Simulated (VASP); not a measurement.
Write the native input for VASP 6.6.1 that does the following.

* Task: single point
* Functional: PBEsol
* Potentials or basis: VASP PAW PBE potentials, release 64 (I)
* Cutoff: 520 eV
* k mesh: 12 × 12 × 6
* Occupations: gaussian, width 0.1 eV
* Spin: no spin polarisation
* Dipole correction: no
* Further INCAR settings: ALGO = Normal; EDIFF = 1e-06; NBANDS = 22

The structure of I lies in POSCAR:

```
I
1.0
    4.3990144500      0.0000000000      0.0000000000
   -2.1995072250      3.8096582653      0.0000000000
    0.0000000000      0.0000000000     10.5977414433
I
4
Direct
    0.3333333333      0.6666666667      0.3792492411
    0.6666666667      0.3333333333      0.8792492411
    0.6666666667      0.3333333333      0.6207507589
    0.3333333333      0.6666666667      0.1207507589
```

One way to write it, as run:

INCAR

```
SYSTEM = I
ALGO     = Normal         ! electronic algorithm
EDIFF    = 1E-6           ! SCF threshold, eV
ENCUT    = 520            ! plane-wave cutoff, eV
GGA      = PS             ! functional
ISIF     = 2              ! what is computed and relaxed
ISMEAR   = 0              ! smearing method
LASPH    = .True.         ! aspherical terms in the spheres
LCHARG   = .True.         ! write CHGCAR
LELF     = .True.         ! ELF
LREAL    = .False.        ! projectors in reciprocal space
LVHAR    = .True.       
LWAVE    = .False.        ! write WAVECAR
NBANDS   = 22             ! bands
NELM     = 100            ! most SCF steps
PREC     = Accurate       ! precision mode
SIGMA    = 0.1            ! smearing width, eV
```

KPOINTS

```
k-points
0
Gamma
  12 12 6
  0 0 0
```

Potentials or basis: VASP PAW PBE potentials, release 64 (I).

Command:

```bash
$ cat potpaw_PBE.64/I/POTCAR > POTCAR
$ mpirun -np 1 vasp_std > vasp.out
```

Results of the run:

- Pressure: 0.0 GPa
- Largest force: 0.010 eV/Å
- Band gap on the k mesh: zero (bands 14 and 15 overlap by 0.08 eV)

Caveat: this functional lacks dispersion, which holds the molecules together, so the pressure and a relaxed volume are unreliable; the PAW data sets were made with another functional, which shifts forces and pressure a little; spin-orbit coupling is left out, which moves the levels of the heavy elements.

Wall time 3.9 min on 1 thread of Intel(R) Xeon(R) Platinum 8259CL CPU @ 2.50GHz (Skylake/Cascade Lake), on a shared host, peak memory 0.43 GiB.
